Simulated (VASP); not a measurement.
# ZrAl3N4 (P4/mmm) in VASP: further runs, part 2 of 2

VASP 6.6.1. The steps go on from the part before.

### 5 Single point, PBE, collinear spin

The input, INCAR:

```
SYSTEM = ZrAl3N4
PREC = Accurate
ENCUT = 520
EDIFF = 1E-7
ISMEAR = 0
SIGMA = 0.1
LREAL = .False.
LASPH = .True.
NELM = 150
ALGO = Normal
ISIF = 2
LWAVE = .False.
LCHARG = .False.
ISPIN = 2
MAGMOM = 1 0 0 0 0 0 0 0
LORBIT = 11
LMAXMIX = 4
GGA = PE
NBANDS = 34
```

The input, KPOINTS:

```
regular mesh
0
Gamma
  6 6 2
  0 0 0
```

The input, POSCAR:

```
ZrAl3N4
1.0
    3.0262622699      0.0000000000      0.0000000000
    0.0000000000      3.0262622699      0.0000000000
    0.0000000000      0.0000000000      8.5117241702
Zr Al N
1 3 4
Direct
    0.5000000000      0.5000000000      0.0000000000
    0.0000000000      0.0000000000      0.7325959719
    0.0000000000      0.0000000000      0.2674040281
    0.5000000000      0.5000000000      0.5000000000
    0.0000000000      0.0000000000      0.0000000000
    0.5000000000      0.5000000000      0.2700194881
    0.0000000000      0.0000000000      0.5000000000
    0.5000000000      0.5000000000      0.7299805119
```

The run is started by

```console
$ cat potpaw_PBE.64/Zr_sv/POTCAR potpaw_PBE.64/Al/POTCAR potpaw_PBE.64/N/POTCAR > POTCAR
$ mpirun -np 1 vasp_std > vasp.out
```

Wall time 44 s (1 thread of Intel Xeon 6975P-C (Granite Rapids), shared host); peak memory 0.25 GiB.

It converged, with:

* Free energy: -62.1065 eV
* Pressure: 0.0 GPa
* Largest force: 0.008 eV/Å
* Net moment: 0.00 μB per cell
* Valence electrons inside the program's atomic spheres: Zr 10.10; Al 0.65, 0.69 (each value once); N 3.80, 3.77 (each value once)

Forces in eV/Å, atoms in the order of the input:
```
Zr   0.000  0.000  0.000
Al   0.000  0.000 -0.003
Al   0.000  0.000  0.003
Al   0.000  0.000  0.000
N    0.000  0.000  0.000
N    0.000  0.000  0.008
N    0.000  0.000  0.000
N    0.000  0.000 -0.008
```

Stress tensor (GPa, compression positive):
```
 0.03  0.00  0.00
 0.00  0.03  0.00
 0.00  0.00 -0.09
```

Levels at points of the mesh, in eV from the Fermi level:
Spin up:
```csv
k point,band 16,band 17,band 18,band 19,band 20,band 21,band 22,band 23,band 24,band 25
"(0.00, 0.00, 0.00)",-3.23,-3.23,-3.09,-2.87,-2.63,-2.63,0.42,1.99,2.27,2.27
"(0.50, 0.00, 0.00)",-4.52,-3.84,-3.81,-3.73,-3.63,2.22,2.57,2.98,3.06,3.68
"(0.50, 0.50, 0.00)",-5.74,-5.49,-4.38,-3.42,-3.42,-1.12,-1.12,0.14,2.65,3.46
"(0.00, 0.00, 0.50)",-4.31,-3.10,-3.10,-2.87,-2.87,-2.87,1.48,1.78,2.38,2.38
"(0.50, 0.00, 0.50)",-4.78,-3.89,-3.74,-3.68,-3.64,2.64,2.98,3.01,3.13,3.32
"(0.50, 0.50, 0.50)",-5.97,-5.45,-5.25,-3.58,-3.58,-0.55,-0.55,1.26,1.91,3.70
```
Spin down:
```tsv
k point	band 18	band 19	band 20	band 21	band 22	band 23
(0.00, 0.00, 0.00)	-3.09	-2.87	-2.63	-2.63	0.42	1.99
(0.50, 0.00, 0.00)	-3.81	-3.73	-3.63	2.22	2.57	2.98
(0.50, 0.50, 0.00)	-4.38	-3.42	-3.42	-1.12	-1.12	0.14
(0.00, 0.00, 0.50)	-3.10	-2.87	-2.87	-2.87	1.48	1.78
(0.50, 0.00, 0.50)	-3.74	-3.68	-3.64	2.64	2.98	3.01
(0.50, 0.50, 0.50)	-5.25	-3.58	-3.58	-0.55	-0.55	1.26
```

Caveat: the k points lie up to 0.37 Å⁻¹ apart.

### 6 Relaxation of cell and atoms, PBE

This run uses another cell than the first one, of 13.11 Å³/atom.

The input, INCAR:

```
  ALGO = Normal
  EDIFF = 1E-7
  EDIFFG = -0.04
  ENCUT = 600
  GGA = PE
  IBRION = 2
  ISIF = 3
  ISMEAR = 0
  LASPH = True
  LCHARG = False
  LREAL = False
  LWAVE = False
  NELM = 80
  NSW = 90
  PREC = Accurate
  SIGMA = 0.1
```

The input, KPOINTS:

```
k-points
0
Gamma
  6 6 2
```

The input, POSCAR:

```
ZrAl3N4
1.0
    3.3349784600      0.0000000000      0.0000000000
    0.0000000000      3.3349784600      0.0000000000
    0.0000000000      0.0000000000      9.4327435400
Zr Al N
1 3 4
Direct
    0.5000000000      0.5000000000      0.0000000000
    0.0000000000      0.0000000000      0.7500000000
    0.0000000000      0.0000000000      0.2500000000
    0.5000000000      0.5000000000      0.5000000000
    0.0000000000      0.0000000000      0.0000000000
    0.5000000000      0.5000000000      0.2500000000
    0.0000000000      0.0000000000      0.5000000000
    0.5000000000      0.5000000000      0.7500000000
```

Potentials or basis: VASP PAW PBE potentials, release 64 (Zr_sv, Al, N).

The run is started by

```console
$ cat potpaw_PBE.64/Zr_sv/POTCAR potpaw_PBE.64/Al/POTCAR potpaw_PBE.64/N/POTCAR > POTCAR
$ mpirun -np 1 vasp_std > vasp.out
```

OUTCAR:

```text
EDIFF = 1E-7
   EDIFFG = -0.04
   ENCUT = 600
   GGA = PE
   IBRION = 2
   ISIF = 3
   ISMEAR = 0
   LASPH = True
   LREAL = False
   NELM = 80
   NSW = 90
   PREC = Accurate

 ion  position               nearest neighbor table
   1  0.500  0.500  0.000-   5 2.36   5 2.36   5 2.36   5 2.36   8 2.36   6 2.36   3 3.33   3 3.33
                             2 3.33   3 3.33   2 3.33   2 3.33   3 3.33   2 3.33
   2  0.000  0.000  0.750-   8 2.36   8 2.36   8 2.36   8 2.36   5 2.36   7 2.36   4 3.33   4 3.33
                             1 3.33   4 3.33   1 3.33   1 3.33   4 3.33   1 3.33
   3  0.000  0.000  0.250-   6 2.36   6 2.36   6 2.36   6 2.36   7 2.36   5 2.36   4 3.33   4 3.33
                             1 3.33   4 3.33   1 3.33   1 3.33   4 3.33   1 3.33
   4  0.500  0.500  0.500-   7 2.36   7 2.36   7 2.36   7 2.36   8 2.36   6 2.36   3 3.33   3 3.33
                             2 3.33   3 3.33   2 3.33   2 3.33   3 3.33   2 3.33
   5  0.000  0.000  0.000-   1 2.36   1 2.36   1 2.36   1 2.36   3 2.36   2 2.36
   6  0.500  0.500  0.250-   3 2.36   3 2.36   3 2.36   3 2.36   4 2.36   1 2.36
   7  0.000  0.000  0.500-   4 2.36   4 2.36   4 2.36   4 2.36   2 2.36   3 2.36
   8  0.500  0.500  0.750-   2 2.36   2 2.36   2 2.36   2 2.36   4 2.36   1 2.36

  LATTYP: Found a simple tetragonal cell.
 ALAT       =     3.3349784600
 C/A-ratio  =     2.8284271257

  Lattice vectors:

 A1 = (   3.3349784600,   0.0000000000,   0.0000000000)
 A2 = (   0.0000000000,   3.3349784600,   0.0000000000)
 A3 = (   0.0000000000,   0.0000000000,   9.4327435400)

Analysis of symmetry for initial positions (statically):
=====================================================================
 Subroutine PRICEL returns:
 Original cell was already a primitive cell.

 Routine SETGRP: Setting up the symmetry group for a
[... 184 lines left out ...]
 Fermi energy:         8.0315555741

 k-point     1 :       0.0000    0.0000    0.0000
  band No.  band energies     occupation
      1     -42.2413      2.00000
      2     -20.3750      2.00000
      3     -20.0502      2.00000
      4     -20.0502      2.00000
      5      -8.1009      2.00000
      6      -7.3272      2.00000
[... 668 lines left out ...]
  FREE ENERGIE OF THE ION-ELECTRON SYSTEM (eV)
  ---------------------------------------------------
  free  energy   TOTEN  =       -61.6227870078 eV

  energy  without entropy=      -61.6122374130  energy(sigma->0) =      -61.61751221

[... ionic steps 4 to 7 ...]

--------------------------------------- Ionic step        8  -------------------------------------------

 number of electron      41.0000002 magnetization

------------------------ aborting loop because EDIFF is reached ----------------------------------------
[... 79 lines left out ...]
--------------------------------------- Ionic step       10  -------------------------------------------

 number of electron      41.0000002 magnetization

 Free energy of the ion-electron system (eV)
  ---------------------------------------------------
  ext. energy  EPLUGINS =         0.00000000
  ---------------------------------------------------
  free energy    TOTEN  =       -62.15231980 eV

  energy without entropy =      -62.14707832  energy(sigma->0) =      -62.14969906

 E-fermi :  11.8057     XC(G=0): -12.0820

 val. band max:       11.8023642843   @ k =   0.3333   0.3333   0.5000
 cond. band min:      11.9458664321   @ k =   0.1667   0.1667   0.0000
 fundamental gap:      0.1435021478
 Fermi energy:        11.8056918694

 k-point     1 :       0.0000    0.0000    0.0000
  band No.  band energies     occupation
      1     -37.5151      2.00000
      2     -15.8793      2.00000
      3     -15.3075      2.00000
      4     -15.3075      2.00000
      5      -7.1427      2.00000
      6      -5.5524      2.00000
[... 584 lines left out ...]
  FREE ENERGIE OF THE ION-ELECTRON SYSTEM (eV)
  ---------------------------------------------------
  free  energy   TOTEN  =       -62.1523198015 eV

  energy  without entropy=      -62.1470783243  energy(sigma->0) =      -62.14969906

 reached required accuracy - stopping structural energy minimisation
```

CONTCAR:

```text
ZrAl3N4
   1.00000000000000
     3.0285560713183934   -0.0000000000000000   -0.0000000000000000
    -0.0000000000000000    3.0285560713183934   -0.0000000000000000
     0.0000000000000000    0.0000000000000000    8.4893746385110376
  Zr              Al              N
     1     3     4
Direct
     0.5000000000000000    0.5000000000000000    1.0000000000000000
     0.0000000000000000    0.0000000000000000    0.7329948529135173
     1.0000000000000000    0.0000000000000000    0.2670051470864827
     0.5000000000000000    0.5000000000000000    0.5000000000000000
     0.0000000000000000    0.0000000000000000    1.0000000000000000
     0.5000000000000000    0.5000000000000000    0.2698723373734327
     0.0000000000000000    0.0000000000000000    0.5000000000000000
     0.5000000000000000    0.5000000000000000    0.7301276626265674

  0.00000000E+00  0.00000000E+00  0.00000000E+00
  0.00000000E+00  0.00000000E+00  0.00000000E+00
  0.00000000E+00  0.00000000E+00  0.00000000E+00
  0.00000000E+00  0.00000000E+00  0.00000000E+00
  0.00000000E+00  0.00000000E+00  0.00000000E+00
  0.00000000E+00  0.00000000E+00  0.00000000E+00
  0.00000000E+00  0.00000000E+00  0.00000000E+00
  0.00000000E+00  0.00000000E+00  0.00000000E+00
```

It took 4.1 min on 1 thread of Intel Xeon 6975P-C (Granite Rapids), shared host; peak memory 0.29 GiB.

Results:

```
Free energy                           : -62.1523 eV
Relaxed volume                        : 9.73 Å³/atom
Relaxed cell                          : a = 3.029 Å, b = 3.029 Å, c = 8.489 Å, α = 90.00°, β = 90.00°, γ = 90.00°
Space group after relaxing (to 0.1 Å) : P4/mmm (No. 123)
Energy gained by relaxing             : 541.5 meV/atom
Ionic steps                           : 10
Pressure after relaxing               : 0.1 GPa
Largest force after relaxing          : 0.020 eV/Å
Band gap on the k mesh                : zero (an odd number of electrons rules out a gap without spin polarisation)
```

Forces in eV/Å, atoms in the order of the input:
```
Zr   0.000  0.000  0.000
Al   0.000  0.000 -0.020
Al   0.000  0.000  0.020
Al   0.000  0.000  0.000
N    0.000  0.000  0.000
N    0.000  0.000  0.013
N    0.000  0.000  0.000
N    0.000  0.000 -0.013
```

The path:
| step | energy change (eV) | largest force (eV/Å) | pressure (GPa) | volume (Å³) |
| --- | --- | --- | --- | --- |
| 1 | 0.0000 | 0.7587 | -34.24 | 104.91 |
| 2 | -2.5406 | 4.0820 | 45.12 | 67.85 |
| 3 | -3.8023 | 2.7388 | -0.08 | 78.45 |
| 4 | -4.1708 | 1.2874 | 4.08 | 76.39 |
| 5 | -4.1708 | 1.2868 | 4.08 | 76.39 |
| 6 | -4.3100 | 0.5574 | -1.79 | 78.35 |
| 7 | -4.3135 | 0.4171 | -2.68 | 78.72 |
| 8 | -4.3220 | 0.2785 | 2.01 | 77.33 |
| 9 | -4.3297 | 0.0161 | 0.04 | 77.89 |
| 10 | -4.3318 | 0.0196 | 0.11 | 77.87 |

Final structure:
```yaml
crystal:
  lattice:
    - [3.02856, 0.00000, 0.00000]
    - [0.00000, 3.02856, 0.00000]
    - [0.00000, 0.00000, 8.48937]
  atoms:
    - { symbol: Zr, position: [0.50000, 0.50000, 0.00000] }
    - { symbol: Al, position: [0.00000, 0.00000, 0.73299] }
    - { symbol: Al, position: [0.00000, 0.00000, 0.26701] }
    - { symbol: Al, position: [0.50000, 0.50000, 0.50000] }
    - { symbol: N, position: [0.00000, 0.00000, 0.00000] }
    - { symbol: N, position: [0.50000, 0.50000, 0.26987] }
    - { symbol: N, position: [0.00000, 0.00000, 0.50000] }
    - { symbol: N, position: [0.50000, 0.50000, 0.73013] }
```

Caveat: the volume moved by over 15 % at a fixed basis, so the end points are rough.

### 7 The runs side by side

| task | spin | cell | k mesh | cutoff (eV) | gap on the mesh (eV) | pressure (GPa) | largest force (eV/Å) |
| --- | --- | --- | --- | --- | --- | --- | --- |
| single point | off | a = 3.026, b = 3.026, c = 8.512 Å, 8 atoms, atomic positions A | 6 × 6 × 2 | 520 | none | 0.0 | 0.01 |
| single point | off | a = 3.335, b = 3.335, c = 9.433 Å, 8 atoms, atomic positions B | 6 × 6 × 2 | 520 | none | -34.1 | 0.76 |
| single point | off | a = 3.031, b = 3.031, c = 8.488 Å, 8 atoms, atomic positions A | 12 × 12 × 6 | 520 | none | 0.0 | 0.01 |
| single point | collinear | a = 3.026, b = 3.026, c = 8.512 Å, 8 atoms, atomic positions A | 6 × 6 × 2 | 520 | none | 0.0 | 0.01 |
| relaxation of cell and atoms | off | relaxed from a = 3.335, b = 3.335, c = 9.433 Å, 8 atoms, atomic positions B | 6 × 6 × 2 | 600 | none | 0.1 | 0.02 |

Alike in all rows: level PBE; potentials or basis VASP PAW PBE potentials, release 64 (Zr_sv, Al, N); smearing gaussian 0.1 eV.

Caveats: some runs use coarse meshes; the cell stands under tension (at least some runs); the volume moved by over 15 % at a fixed basis, so the end points are rough (at least some runs).

Total energies depend on the potentials used, so only differences within one code and one set of settings carry meaning.
